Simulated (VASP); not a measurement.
# Ga3As3CO in VASP: notebook

Runs on Ga3As3CO. Level: PBE+D3(BJ). Tasks: single point.

Everything below comes from runs of VASP 6.6.1. Logs are shortened: lines on timing, memory, paths and dates and some standing lists are left out, and cuts for length are marked.

### 1 The cell of the first run

The cell holds a slab with vacuum, 8 atoms: a = 4.014 Å, b = 5.676 Å, c = 23.335 Å, α = 90.00°, β = 90.00°, γ = 90.00°.

### 2 Single point, PBE+D3(BJ)

The input, INCAR:

```
ALGO = Normal
DIPOL = 0.5 0.5 0.320
EDIFF = 1E-6
ENCUT = 520
GGA = PE
IDIPOL = 3
ISIF = 2
ISMEAR = 0
IVDW = 12
LASPH = True
LCHARG = False
LDIPOL = True
LREAL = False
LWAVE = False
NBANDS = 42
NELM = 60
PREC = Accurate
SIGMA = 0.05
```

The input, KPOINTS:

```
k-points
0
Gamma
  7 5 1
```

The input, POSCAR:

```
Ga3As3CO
1.0
    4.0137031111      0.0000000000      0.0000000000
    0.0000000000      5.6762333751      0.0000000000
    0.0000000000      0.0000000000     23.3352699083
Ga As O C
3 3 1 1
Direct
    0.5000000000      0.5000000000      0.1714143447
    0.0000000000      0.0653835255      0.2680035048
    0.5000000000      0.4894639609      0.3228546357
    0.0000000000      0.2500000000      0.1714143447
    0.5000000000      0.8102208698      0.2504948966
    0.0000000000      0.2887573198      0.3593388866
    0.1666666667      0.9554239865      0.4836142866
    0.1666666667      0.9554239865      0.5328959107
```

Potentials or basis: VASP PAW PBE potentials, release 64 (Ga_d, As, O, C).

Command:

```
cat potpaw_PBE.64/Ga_d/POTCAR potpaw_PBE.64/As/POTCAR potpaw_PBE.64/O/POTCAR potpaw_PBE.64/C/POTCAR > POTCAR
mpirun -np 1 vasp_std > vasp.out
```

OUTCAR:

```text
EDIFF = 1E-6
   ENCUT = 520
   GGA = PE
   ISIF = 2
   ISMEAR = 0
   IVDW = 12
   LASPH = True
   LREAL = False
   NELM = 60
   PREC = Accurate
 IVDW          = 12

 ion  position               nearest neighbor table
   1  0.500  0.500  0.171-   4 2.46   4 2.46   5 2.55
   2  0.000  0.065  0.268-   6 2.48   4 2.49   5 2.51   5 2.51
   3  0.500  0.489  0.323-   6 2.46   6 2.46   5 2.48
   4  0.000  0.250  0.171-   1 2.46   1 2.46   2 2.49
   5  0.500  0.810  0.250-   3 2.48   2 2.51   2 2.51   1 2.55
   6  0.000  0.289  0.359-   3 2.46   3 2.46   2 2.48
   7  0.167  0.955  0.484-   8 1.15
   8  0.167  0.955  0.533-   7 1.15

  LATTYP: Found a simple orthorhombic cell.
 ALAT       =     4.0137031111
 B/A-ratio  =     1.4142135624
 C/A-ratio  =     5.8139003465

  Lattice vectors:

 A1 = (   4.0137031111,   0.0000000000,   0.0000000000)
 A2 = (   0.0000000000,   5.6762333751,   0.0000000000)
 A3 = (   0.0000000000,   0.0000000000,  23.3352699083)

Analysis of symmetry for initial positions (statically):
=====================================================================
 Subroutine PRICEL returns:
 Original cell was already a primitive cell.

 Routine SETGRP: Setting up the symmetry group for a
 simple orthorhombic supercell.

 Subroutine GETGRP returns: Found  1 space group operations
 (whereof  1 operations were pure point group operations)
 out of a pool of  8 trial point group operations.

The static configuration has the point symmetry C_1 .

Analysis of symmetry for dynamics (positions and initial velocities):
=====================================================================
 Subroutine PRICEL returns:
 Original cell was already a primitive cell.

 Routine SETGRP: Setting up the symmetry group for a
 simple orthorhombic supercell.

 Subroutine GETGRP returns: Found  1 space group operations
 (whereof  1 operations were pure point group operations)
 out of a pool of  8 trial point group operations.

The dynamic configuration has the point symmetry C_1 .

 Subroutine INISYM returns: Found  1 space group operations
 (whereof  1 operations are pure point group operations),
 and found     1 'primitive' translations

[... 108 lines left out ...]
   TEBEG  =    0.0;   TEEND  =   0.0 temperature during run
   PSTRESS=    0.0 pullay stress
   NELECT =      64.0000    total number of electrons
   NUPDOWN=      -1.0000    fix difference up-down
   EMIN   =  10.00;   EMAX   =-10.00  energy-range for DOS
   EFERMI =   0.00;   METHOD = LEGACY
   ISMEAR =     0;   SIGMA  =   0.05  broadening in eV -4-tet -1-fermi 0-gaus
   EFERMI_NEDOS =   21; number of points for ismear=-14 and -15
   IALGO  =     38    algorithm
   IMIX   =      4    mixing-type and parameters
     AMIX     =   0.40;   BMIX     =  1.00
     AMIX_MAG =   1.60;   BMIX_MAG =  1.00
  volume/ion in A,a.u.               =      66.46       448.46
  Fermi-wavevector in a.u.,A,eV,Ry     =   0.808342  1.527546  8.890285  0.653418
  Thomas-Fermi vector in A             =   1.917130
   LORBIT       =      0    0 simple, 1 ext, 2 COOP (PROOUT), +10 PAW based schemes
   GGA     = PE    functional components
   LHFCALC =     F    Hartree Fock is set to
   AEXX    =    0.0000 exact exchange contribution
   IVDW    =    12    specifies the selected vdW correction
   LEPSILON=     F    determine dielectric tensor
   LRPA    =     F    only Hartree local field effects (RPA)
 non-spin polarized calculation
 Gauss-broadening in eV      SIGMA  =   0.05
  energy-cutoff  :      520.00
  volume of cell :      531.64
 maximum number of plane-waves:     14367
 NGX is ok and might be reduce to    30
   NGX = 15   NGY = 21   NGZ = 87

 dipolmoment           0.000000      0.000000     -0.000210 electrons x Angstroem

 number of electron      64.0000019 magnetization

 dipolmoment           0.000000      0.000000      0.057844 electrons x Angstroem

 Free energy of the ion-electron system (eV)
  ---------------------------------------------------
  ext. energy  EPLUGINS =         0.00000000
  ---------------------------------------------------
  free energy    TOTEN  =       -37.52977773 eV

  energy without entropy =      -37.52977773  energy(sigma->0) =      -37.52977773

 E-fermi :  -2.0921     XC(G=0):  -3.7894

 val. band max:       -2.2899598046   @ k =   0.0000   0.0000   0.0000
 cond. band min:      -1.8898879046   @ k =   0.4286   0.0000   0.0000
 fundamental gap:      0.4000719001
 Fermi energy:        -2.0921138802

 k-point     1 :       0.0000    0.0000    0.0000
  band No.  band energies     occupation
      1     -26.7067      2.00000
      2     -17.2652      2.00000
      3     -17.2084      2.00000
      4     -17.1926      2.00000
      5     -17.1672      2.00000
      6     -17.1430      2.00000
[... 799 lines left out ...]
     41       2.7180      0.00000
     42       3.0397      0.00000

------------------------ aborting loop because EDIFF is reached ----------------------------------------

 vacuum level on the upper side and lower side of the slab       (xc-potential included)         0.088        -0.355

 Edisp (eV)   -1.27059

 E8    (eV) :    -0.5751

  FORCE on cell =-STRESS in cart. coord.  units (eV):
  Direction    XX          YY          ZZ          XY          YZ          ZX
  --------------------------------------------------------------------------------------
  -------------------------------------------------------------------------------------
  Total      -2.08773    -2.57656    -0.70306    -0.03341    -0.18145     0.05480
  in kB      -6.29167    -7.76486    -2.11877    -0.10070    -0.54682     0.16516
  external pressure =       -5.39 kB  Pullay stress =        0.00 kB

 VOLUME and BASIS-vectors are now :
 -----------------------------------------------------------------------------
  energy-cutoff  :      520.00
  volume of cell :      531.64
      direct lattice vectors                 reciprocal lattice vectors
     4.013703111  0.000000000  0.000000000     0.249146480  0.000000000  0.000000000
     0.000000000  5.676233375  0.000000000     0.000000000  0.176173165  0.000000000
     0.000000000  0.000000000 23.335269908     0.000000000  0.000000000  0.042853586

 POSITION                                       TOTAL-FORCE (eV/Angst)
 -----------------------------------------------------------------------------------
      2.00685      2.83812      4.00000         0.000009     -0.310357      1.027999
      0.00000      0.37113      6.25393        -0.000742     -0.008361      0.014825
      2.00685      2.77831      7.53390         0.004102      0.007554      0.001504
      0.00000      1.41906      4.00000         0.000140      0.318562     -1.059929
      2.00685      4.59900      5.84537        -0.002250      0.014779     -0.011188
      0.00000      1.63905      8.38527        -0.021040      0.023885      0.010925
      0.66895      5.42321     11.28527         0.024642     -0.059357      0.735125
      0.66895      5.42321     12.43527        -0.004860      0.013294     -0.719262
 -----------------------------------------------------------------------------------
    total drift:                               -0.000051     -0.000797     -0.001642

  FREE ENERGIE OF THE ION-ELECTRON SYSTEM (eV)
  ---------------------------------------------------
  free  energy   TOTEN  =       -38.8003714707 eV

  energy  without entropy=      -38.8003714705  energy(sigma->0) =      -38.80037147

 vacuum level on the upper side and lower side of the slab         2.713         2.254
```

stdout:

```text
POSCAR found type information on POSCAR GaAsO C
 POSCAR found :  4 types and       8 ions
 scaLAPACK will be used
 LDA part: xc-table for (Slater+PW92), standard interpolation
 POSCAR, INCAR and KPOINTS ok, starting setup
 FFT: planning ... GRIDC
 FFT: planning ... GRID_SOFT
 FFT: planning ... GRID
 WAVECAR not read
 entering main loop
```

Wall time 7.5 min (1 thread of Intel Xeon Platinum 8488C (Sapphire Rapids), shared host); peak memory 0.74 GiB.

Results:

* Free energy: -38.8004 eV
* Largest force: 1.107 eV/Å
* Band gap on the k mesh: 0.40 eV (least direct gap 0.76 eV)
* Dispersion energy per atom: -0.159 eV

Forces in eV/Å, atoms in the order of the input:
```
Ga   0.000 -0.310  1.028
Ga  -0.001 -0.008  0.015
Ga   0.004  0.008  0.002
As   0.000  0.319 -1.060
As  -0.002  0.015 -0.011
As  -0.021  0.024  0.011
O    0.025 -0.059  0.735
C   -0.005  0.013 -0.719
```

Levels at points of the mesh, in eV from the valence-band top:
```csv
k point,band 28,band 29,band 30,band 31,band 32,band 33,band 34,band 35,band 36,band 37
"(0.00, 0.00, 0.00)",-1.98,-1.32,-0.89,-0.85,0.00,0.76,1.62,2.30,2.54,2.91
```

Caveat: semilocal functionals underestimate gaps, and a narrow one can read as zero.

### 3 Single point, PBE+D3(BJ)

The input, INCAR:

```
PREC = Accurate
ENCUT = 520
EDIFF = 1E-6
ISMEAR = 0
SIGMA = 0.05
LREAL = False
LASPH = True
NELM = 60
ALGO = Normal
ISIF = 2
LWAVE = False
LCHARG = False
LDIPOL = True
IDIPOL = 3
DIPOL = 0.5 0.5 0.320
GGA = PE
IVDW = 12
NBANDS = 42
```

The input, KPOINTS:

```
Automatic mesh
0
Gamma
  7 5 1
```

POSCAR: that of step 2 with these lines changed.

```diff
@@ -14,3 +14,3 @@
     0.0000000000      0.2887573198      0.3593388866
-    0.1666666667      0.9554239865      0.4836142866
-    0.1666666667      0.9554239865      0.5328959107
+    0.3333333333      0.7887573198      0.4836142866
+    0.3333333333      0.7887573198      0.5328959107
```

Potentials or basis: VASP PAW PBE potentials, release 64 (Ga_d, As, O, C).

Command:

```
cat potpaw_PBE.64/Ga_d/POTCAR potpaw_PBE.64/As/POTCAR potpaw_PBE.64/O/POTCAR potpaw_PBE.64/C/POTCAR > POTCAR
mpirun -np 1 vasp_std > vasp.out
```

OUTCAR:

```text
PREC = Accurate
   ENCUT = 520
   EDIFF = 1E-6
   ISMEAR = 0
   LREAL = False
   LASPH = True
   NELM = 60
   ISIF = 2
   GGA = PE
   IVDW = 12
 IVDW          = 12

 ion  position               nearest neighbor table
   1  0.500  0.500  0.171-   4 2.46   4 2.46   5 2.55
   2  0.000  0.065  0.268-   6 2.48   4 2.49   5 2.51   5 2.51
   3  0.500  0.489  0.323-   6 2.46   6 2.46   5 2.48
   4  0.000  0.250  0.171-   1 2.46   1 2.46   2 2.49
   5  0.500  0.810  0.250-   3 2.48   2 2.51   2 2.51   1 2.55
   6  0.000  0.289  0.359-   3 2.46   3 2.46   2 2.48
   7  0.333  0.789  0.484-   8 1.15
   8  0.333  0.789  0.533-   7 1.15

  LATTYP: Found a simple orthorhombic cell.
 ALAT       =     4.0137031111
 B/A-ratio  =     1.4142135624
 C/A-ratio  =     5.8139003465

  Lattice vectors:

 A1 = (   4.0137031111,   0.0000000000,   0.0000000000)
 A2 = (   0.0000000000,   5.6762333751,   0.0000000000)
 A3 = (   0.0000000000,   0.0000000000,  23.3352699083)

Analysis of symmetry for initial positions (statically):
=====================================================================
 Subroutine PRICEL returns:
 Original cell was already a primitive cell.

[... 193 lines left out ...]
      6     -17.1536      2.00000
[... 799 lines left out ...]
     41       2.7186      0.00000
     42       3.0258      0.00000

------------------------ aborting loop because EDIFF is reached ----------------------------------------

 vacuum level on the upper side and lower side of the slab       (xc-potential included)         0.083        -0.369

 Edisp (eV)   -1.26867

 E8    (eV) :    -0.5741

  FORCE on cell =-STRESS in cart. coord.  units (eV):
  Direction    XX          YY          ZZ          XY          YZ          ZX
  --------------------------------------------------------------------------------------
  -------------------------------------------------------------------------------------
  Total      -2.09224    -2.65687    -0.95590     0.00466    -0.04772     0.01505
  in kB      -6.30527    -8.00687    -2.88076     0.01405    -0.14383     0.04535
  external pressure =       -5.73 kB  Pullay stress =        0.00 kB

 VOLUME and BASIS-vectors are now :
 -----------------------------------------------------------------------------
  energy-cutoff  :      520.00
  volume of cell :      531.64
      direct lattice vectors                 reciprocal lattice vectors
     4.013703111  0.000000000  0.000000000     0.249146480  0.000000000  0.000000000
     0.000000000  5.676233375  0.000000000     0.000000000  0.176173165  0.000000000
     0.000000000  0.000000000 23.335269908     0.000000000  0.000000000  0.042853586

 POSITION                                       TOTAL-FORCE (eV/Angst)
 -----------------------------------------------------------------------------------
      2.00685      2.83812      4.00000        -0.000120     -0.308920      1.032210
      0.00000      0.37113      6.25393        -0.001316     -0.010871      0.022437
      2.00685      2.77831      7.53390        -0.000844      0.012290      0.022850
      0.00000      1.41906      4.00000         0.000127      0.315083     -1.060416
      2.00685      4.59900      5.84537        -0.000270      0.009214     -0.013707
      0.00000      1.63905      8.38527        -0.002240     -0.011881      0.047527
      1.33790      4.47717     11.28527         0.007115     -0.009291      0.681015
      1.33790      4.47717     12.43527        -0.002452      0.004376     -0.731915
 -----------------------------------------------------------------------------------
    total drift:                               -0.000036     -0.000860     -0.001898

  FREE ENERGIE OF THE ION-ELECTRON SYSTEM (eV)
  ---------------------------------------------------
  free  energy   TOTEN  =       -38.8264221465 eV

  energy  without entropy=      -38.8264221463  energy(sigma->0) =      -38.82642215

 vacuum level on the upper side and lower side of the slab         2.707         2.237
```

OSZICAR:

```text
N       E                     dE             d eps       ncg     rms          rms(c)
DAV:   1     0.471967687011E+03    0.47197E+03   -0.26537E+04  1640   0.136E+03
DAV:   2     0.351255367205E+02   -0.43684E+03   -0.41772E+03  1900   0.313E+02
DAV:   3    -0.348237698097E+02   -0.69949E+02   -0.68932E+02  1932   0.128E+02
[... 15 lines left out ...]
DAV:  19    -0.375577321448E+02   -0.14925E-04   -0.10176E-06  1276   0.527E-03    0.801E-04
DAV:  20    -0.375577444981E+02   -0.12353E-04   -0.98888E-07  1192   0.439E-03    0.409E-04
DAV:  21    -0.375577466920E+02   -0.21939E-05   -0.15332E-07  1170   0.219E-03    0.289E-04
DAV:  22    -0.375577502214E+02   -0.35294E-05   -0.34002E-07  1212   0.247E-03    0.171E-04
DAV:  23    -0.375577511511E+02   -0.92977E-06   -0.38176E-08  1150   0.124E-03
   1 F= -.38826422E+02 E0= -.38826422E+02  d E =-.197348E-09
```

Run time: 7.5 min. Hardware: 1 thread of Intel Xeon Platinum 8488C (Sapphire Rapids), shared host; peak memory 0.75 GiB.

Results:

* Free energy: -38.8264 eV
* Largest force: 1.106 eV/Å
* Band gap on the k mesh: 0.40 eV (least direct gap 0.76 eV)
* Dispersion energy per atom: -0.159 eV

Forces in eV/Å, atoms in the order of the input:
```
Ga   0.000 -0.309  1.032
Ga  -0.001 -0.011  0.022
Ga  -0.001  0.012  0.023
As   0.000  0.315 -1.060
As   0.000  0.009 -0.014
As  -0.002 -0.012  0.048
O    0.007 -0.009  0.681
C   -0.002  0.004 -0.732
```

Caveat: semilocal functionals underestimate gaps, and a narrow one can read as zero.
